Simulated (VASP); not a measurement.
CdS:

```xyz
2
Lattice="0.0000 2.9430 2.9135 2.9430 0.0000 2.9135 2.9430 2.9430 0.0000" Properties=species:S:1:pos:R:3 pbc="T T T"
Cd    0.0000    0.0000    0.0000
S     4.4144    4.4144    4.3703
```

This cell differs from its parent crystal: zz strain of -1 %.

Base run:

```yaml
Program: VASP 6.6.1
Functional: PBE
Potentials_or_basis: VASP PAW PBE potentials, release 64 (Cd, S)
Cutoff: 520 eV
k_mesh: 7 × 7 × 7
Occupations: fermi-dirac, width 0.02 eV
Spin: no spin polarisation
```

Its results: band gap on the k mesh 1.09 eV, direct; pressure 2.1 GPa.

The run is repeated on the same cell with these changes: cutoff from 520 eV to 400 eV; further incar settings from ALGO = Normal; EDIFF = 1e-07; NBANDS = 16 to ALGO = Normal; EDIFF = 1e-08; NBANDS = 16. What comes out?

Band gap on the k mesh 1.09 eV, direct; pressure 1.7 GPa.

